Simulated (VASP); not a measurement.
# Hf (P6_3/mmc) in VASP: notebook

Runs on Hf. Level: r2SCAN. Tasks: single point.

Program: VASP 6.6.1. These are calculated values, not measurements. Logs are shortened: lines on timing, memory, paths and dates and some standing lists are left out, and cuts for length are marked.

### 1 The cell of the first run

It takes space group P6_3/mmc (No. 194, hexagonal). Conventional cell: a = 3.199 Å, b = 3.199 Å, c = 5.051 Å, α = 90.00°, β = 90.00°, γ = 120.00°. Hf (site symmetry -6m2) has 12 Hf at 3.13 to 3.20 Å within 4.1 Å.

### 2 Single point, r2SCAN

POSCAR

```
Hf
1.0
    3.1987335297      0.0000000000      0.0000000000
   -1.5993667648      2.7701844966      0.0000000000
    0.0000000000      0.0000000000      5.0505021987
Hf
2
Direct
    0.3333333333      0.6666666667      0.2500000000
    0.6666666667      0.3333333333      0.7500000000
```

INCAR.step1

```
SYSTEM = Hf
ALGO     = Normal         ! electronic algorithm
EDIFF    = 1E-4           ! SCF threshold, eV
ENCUT    = 520            ! plane-wave cutoff, eV
GGA      = PE             ! functional
ISMEAR   = 1              ! smearing method
LASPH    = .TRUE.         ! aspherical terms in the spheres
LCHARG   = .FALSE.        ! write CHGCAR
LREAL    = .FALSE.        ! projectors in reciprocal space
LWAVE    = .TRUE.         ! write WAVECAR
NBANDS   = 17             ! bands
NELM     = 60             ! most SCF steps
PREC     = Accurate       ! precision mode
SIGMA    = 1.0            ! smearing width, eV
```

INCAR.step2

```
SYSTEM = Hf
ALGO     = Normal         ! electronic algorithm
EDIFF    = 1E-6           ! SCF threshold, eV
ENCUT    = 520            ! plane-wave cutoff, eV
ISIF     = 2              ! what is computed and relaxed
ISMEAR   = 1              ! smearing method
ISTART   = 1            
LASPH    = .TRUE.         ! aspherical terms in the spheres
LCHARG   = .FALSE.        ! write CHGCAR
LMIXTAU  = .TRUE.       
LREAL    = .FALSE.        ! projectors in reciprocal space
LWAVE    = .FALSE.        ! write WAVECAR
METAGGA  = R2SCAN         ! meta-GGA
NBANDS   = 17             ! bands
NELM     = 60             ! most SCF steps
PREC     = Accurate       ! precision mode
SIGMA    = 1.0            ! smearing width, eV
```

KPOINTS

```
k-points
0
G
  11 11 6
  0 0 0
```

Potentials or basis: VASP PAW PBE potentials, release 64 (Hf_pv).

The run is started by

```bash
> cat potpaw_PBE.64/Hf_pv/POTCAR > POTCAR
> cp INCAR.step1 INCAR
> mpirun -np 1 vasp_std > vasp.out
> cp INCAR.step2 INCAR
> mpirun -np 1 vasp_std > vasp.out
```

OUTCAR:

```text
SYSTEM = Hf
   EDIFF = 1E-6
   ENCUT = 520
   ISIF = 2
   ISMEAR = 1
   ISTART = 1
   LASPH = .TRUE.
   LREAL = .FALSE.
   METAGGA = R2SCAN
   NELM = 60
   PREC = Accurate

 ion  position               nearest neighbor table
   1  0.333  0.667  0.250-   2 3.13   2 3.13   2 3.13   2 3.13   2 3.13   2 3.13
   2  0.667  0.333  0.750-   1 3.13   1 3.13   1 3.13   1 3.13   1 3.13   1 3.13

  LATTYP: Found a hexagonal cell.
 ALAT       =     3.1987335297
 C/A-ratio  =     1.5789068242

  Lattice vectors:

 A1 = (   3.1987335297,   0.0000000000,   0.0000000000)
 A2 = (  -1.5993667648,   2.7701844966,   0.0000000000)
 A3 = (   0.0000000000,   0.0000000000,   5.0505021987)

Analysis of symmetry for initial positions (statically):
=====================================================================
 Subroutine PRICEL returns:
 Original cell was already a primitive cell.

 Routine SETGRP: Setting up the symmetry group for a
 hexagonal supercell.

 Subroutine GETGRP returns: Found 24 space group operations
 (whereof 12 operations were pure point group operations)
 out of a pool of 24 trial point group operations.

The static configuration has the point symmetry D_3d.
 The point group associated with its full space group is D_6h.

Analysis of symmetry for dynamics (positions and initial velocities):
=====================================================================
 Subroutine PRICEL returns:
 Original cell was already a primitive cell.

 Routine SETGRP: Setting up the symmetry group for a
 hexagonal supercell.

 Subroutine GETGRP returns: Found 24 space group operations
 (whereof 12 operations were pure point group operations)
 out of a pool of 24 trial point group operations.

The dynamic configuration has the point symmetry D_3d.
 The point group associated with its full space group is D_6h.

 Subroutine INISYM returns: Found 24 space group operations
 (whereof 12 operations are pure point group operations),
 and found     1 'primitive' translations

----------------------------------------------------------------------------------------

                                     Primitive cell

  volume of cell :      44.7529

  direct lattice vectors                    reciprocal lattice vectors
     3.198733530  0.000000000  0.000000000     0.312623728  0.180493393  0.000000000
    -1.599366765  2.770184497  0.000000000     0.000000000  0.360986787  0.000000000
     0.000000000  0.000000000  5.050502199     0.000000000  0.000000000  0.198000112

[... 82 lines left out ...]
   NELM   =     60;   NELMIN=  2; NELMDL=  0     # of ELM steps
   EDIFF  = 0.1E-05   stopping-criterion for ELM
   LREAL  =      F    real-space projection
   EDIFFG = 0.1E-04   stopping-criterion for IOM
   NSW    =      0    number of steps for IOM
   IBRION =     -1    ionic relax: 0-MD 1-quasi-New 2-CG
   NFREE  =      0    steps in history (QN), initial steepest desc. (CG)
   ISIF   =      2    stress and relaxation
   ISYM   =      2    0-nonsym 1-usesym 2-fastsym
   POTIM  = 0.5000    time-step for ionic-motion
   TEBEG  =    0.0;   TEEND  =   0.0 temperature during run
   PSTRESS=    0.0 pullay stress
   NELECT =      20.0000    total number of electrons
   NUPDOWN=      -1.0000    fix difference up-down
   EMIN   =  10.00;   EMAX   =-10.00  energy-range for DOS
   EFERMI =   0.00;   METHOD = LEGACY
   ISMEAR =     1;   SIGMA  =   1.00  broadening in eV -4-tet -1-fermi 0-gaus
   EFERMI_NEDOS =   21; number of points for ismear=-14 and -15
   IALGO  =     38    algorithm
   IMIX   =      4    mixing-type and parameters
     AMIX     =   0.40;   BMIX     =  1.00
     AMIX_MAG =   1.60;   BMIX_MAG =  1.00
  volume/ion in A,a.u.               =      22.38       151.00
  Fermi-wavevector in a.u.,A,eV,Ry     =   1.251635  2.365247 21.314756  1.566590
  Thomas-Fermi vector in A             =   2.385573
   LORBIT       =      0    0 simple, 1 ext, 2 COOP (PROOUT), +10 PAW based schemes
   METAGGA = R2SCAN    functional components
   LHFCALC =     F    Hartree Fock is set to
   AEXX    =    0.0000 exact exchange contribution
   IVDW    =     0    specifies the selected vdW correction
   LEPSILON=     F    determine dielectric tensor
   LRPA    =     F    only Hartree local field effects (RPA)
 non-spin polarized calculation
 Methfessel and Paxton  Order N= 1 SIGMA  =   1.00
  energy-cutoff  :      520.00
  volume of cell :       44.75
 maximum number of plane-waves:      1222
 NGX is ok and might be reduce to    24
   NGX = 11   NGY = 11   NGZ = 19

 number of electron      20.0000004 magnetization

 Free energy of the ion-electron system (eV)
  ---------------------------------------------------
  ext. energy  EPLUGINS =         0.00000000
  ---------------------------------------------------
  free energy    TOTEN  =       -90.23044035 eV

  energy without entropy =      -90.34528759  energy(sigma->0) =      -90.26872276

 E-fermi :   4.7664     XC(G=0): -12.1548

 val. band max:        4.7456150510   @ k =   0.1818  -0.0000   0.0000
 cond. band min:       4.8136769495   @ k =   0.0909  -0.0000   0.5000
 fundamental gap:      0.0680618986
 Fermi energy:         4.7664034337

 k-point     1 :       0.0000    0.0000    0.0000
  band No.  band energies     occupation
      1     -27.4099      2.00000
      2     -26.6605      2.00000
      3     -26.6605      2.00000
      4     -26.5304      2.00000
      5     -26.5304      2.00000
      6     -26.5123      2.00000
[... 457 lines left out ...]
      4     -26.7339      2.00000
      5     -26.6020      2.00000
      6     -26.5852      2.00000
[... 9 lines left out ...]
     16       8.7909     -0.00000
     17      11.0389     -0.00000

 [... further k-points ...]

------------------------ aborting loop because EDIFF is reached ----------------------------------------

  FORCE on cell =-STRESS in cart. coord.  units (eV):
  Direction    XX          YY          ZZ          XY          YZ          ZX
  --------------------------------------------------------------------------------------
  -------------------------------------------------------------------------------------
  Total       -0.2653520     -0.2653520     -0.2426177     -0.0000000      0.0000000      0.0000000
  in kB       -9.4997386     -9.4997386     -8.6858385     -0.0000000      0.0000000      0.0000000
  external PRESSURE =      -9.2284386 kB  Pullay stress =       0.0000000 kB

 VOLUME and BASIS-vectors are now :
 -----------------------------------------------------------------------------
  energy-cutoff  :      520.00
  volume of cell :       44.75
      direct lattice vectors                 reciprocal lattice vectors
     3.198733530  0.000000000  0.000000000     0.312623728  0.180493393  0.000000000
    -1.599366765  2.770184497  0.000000000     0.000000000  0.360986787  0.000000000
     0.000000000  0.000000000  5.050502199     0.000000000  0.000000000  0.198000112

 POSITION                                       TOTAL-FORCE (eV/Angst)
 -----------------------------------------------------------------------------------
     -0.00000      1.84679      1.26263         0.000000      0.000000      0.000000
      1.59937      0.92339      3.78788        -0.000000      0.000000      0.000000
 -----------------------------------------------------------------------------------
    total drift:                               -0.000000      0.000000     -0.000000

  FREE ENERGIE OF THE ION-ELECTRON SYSTEM (eV)
  ---------------------------------------------------
  free  energy   TOTEN  =       -90.2304403473 eV

  energy  without entropy=      -90.3452875852  energy(sigma->0) =      -90.26872276
```

OUTCAR.step1:

```text
SYSTEM = Hf
   EDIFF = 1E-4
   ENCUT = 520
   GGA = PE
   ISMEAR = 1
   LASPH = .TRUE.
   LREAL = .FALSE.
[... 704 lines left out ...]
     -0.00000      1.84679      1.26263         0.000000      0.000000      0.000000
      1.59937      0.92339      3.78788        -0.000000     -0.000000      0.000000
 -----------------------------------------------------------------------------------
    total drift:                               -0.000000      0.000000     -0.000000

  FREE ENERGIE OF THE ION-ELECTRON SYSTEM (eV)
  ---------------------------------------------------
  free  energy   TOTEN  =       -19.7821235875 eV

  energy  without entropy=      -19.8679632852  energy(sigma->0) =      -19.81073682
```

OSZICAR.step1:

```text
N       E                     dE             d eps       ncg     rms          rms(c)
DAV:   1     0.517505183155E+02    0.51751E+02   -0.11341E+04  2176   0.112E+03
DAV:   2    -0.184671051327E+02   -0.70218E+02   -0.68437E+02  2824   0.250E+02
DAV:   3    -0.204765029557E+02   -0.20094E+01   -0.19672E+01  2776   0.277E+01
DAV:   4    -0.204947927219E+02   -0.18290E-01   -0.18252E-01  2759   0.306E+00
DAV:   5    -0.204949636927E+02   -0.17097E-03   -0.17096E-03  2812   0.271E-01    0.649E+01
DAV:   6    -0.199725885645E+02    0.52238E+00   -0.48967E-01  2558   0.452E+00    0.384E+01
DAV:   7    -0.197923729305E+02    0.18022E+00   -0.81887E-01  2632   0.561E+00    0.186E+00
DAV:   8    -0.197820336369E+02    0.10339E-01   -0.52409E-02  2583   0.149E+00    0.297E-01
DAV:   9    -0.197821370230E+02   -0.10339E-03   -0.11300E-03  2939   0.239E-01    0.188E-01
DAV:  10    -0.197821235875E+02    0.13435E-04   -0.64660E-05  1497   0.557E-02
   1 F= -.19782124E+02 E0= -.19810737E+02  d E =0.858397E-01
```

Wall time 3.6 min (1 thread of Intel Xeon 8259CL, shared host); peak memory 0.19 GiB.

What came out:

* Free energy: -90.2304 eV
* Pressure: -0.9 GPa
* Band gap on the k mesh: zero (bands 10 and 11 overlap by 1.70 eV)

Stress tensor (GPa, compression positive):
```
-0.95  0.00  0.00
 0.00 -0.95  0.00
 0.00  0.00 -0.87
```

Levels at points of the mesh, in eV from the Fermi level:
| k point | band 8 | band 9 | band 10 | band 11 | band 12 | band 13 |
| --- | --- | --- | --- | --- | --- | --- |
| (0.00, 0.00, 0.00) | -3.78 | 0.49 | 1.39 | 1.39 | 1.72 | 2.26 |
| (0.00, 0.00, 0.50) | -5.62 | 0.23 | 0.23 | 1.29 | 1.29 | 1.29 |

Caveat: so wide a smearing shifts energies and pressures; the PAW data sets were made with another functional, which shifts forces and pressure a little; spin-orbit coupling is left out, which moves the levels of the heavy elements.

### 3 Single point, r2SCAN

POSCAR is that of step 2.

INCAR.step1

```
ALGO = Normal
EDIFF = 1E-4
ENCUT = 520
GGA = PE
ISMEAR = -1
LASPH = True
LCHARG = False
LREAL = False
LWAVE = True
NBANDS = 17
NELM = 100
PREC = Accurate
SIGMA = 0.1
```

INCAR.step2

```
ALGO = Normal
EDIFF = 1E-6
ENCUT = 520
ISIF = 2
ISMEAR = -1
ISTART = 1
LASPH = True
LCHARG = True
LELF = True
LMIXTAU = True
LREAL = False
LVHAR = True
LWAVE = False
METAGGA = R2SCAN
NBANDS = 17
NELM = 100
PREC = Accurate
SIGMA = 0.1
```

KPOINTS

```
k-points
0
Gamma
  12 12 7
```

Potentials or basis: VASP PAW PBE potentials, release 64 (Hf_pv).

The run is started by

```bash
> cat potpaw_PBE.64/Hf_pv/POTCAR > POTCAR
> cp INCAR.step1 INCAR
> mpirun -np 1 vasp_std > vasp.out
> cp INCAR.step2 INCAR
> mpirun -np 1 vasp_std > vasp.out
```

It took 3.4 min on 1 thread of Intel Xeon 8259CL, shared host; peak memory 0.2 GiB.

It converged, with:

```
Free energy            : -90.3248 eV
Pressure               : -0.6 GPa
Band gap on the k mesh : zero (bands 10 and 11 overlap by 1.78 eV)
```

Stress tensor (GPa, compression positive):
```
-0.59  0.00  0.00
 0.00 -0.59  0.00
 0.00  0.00 -0.74
```

Levels at points of the mesh, in eV from the Fermi level:
| k point | band 8 | band 9 | band 10 | band 11 | band 12 | band 13 |
| --- | --- | --- | --- | --- | --- | --- |
| (0.00, 0.00, 0.00) | -3.83 | 0.43 | 1.34 | 1.34 | 1.67 | 2.22 |
| (0.50, 0.00, 0.00) | -2.84 | -2.31 | -1.01 | 0.95 | 0.98 | 1.84 |

Caveat: the PAW data sets were made with another functional, which shifts forces and pressure a little; spin-orbit coupling is left out, which moves the levels of the heavy elements.
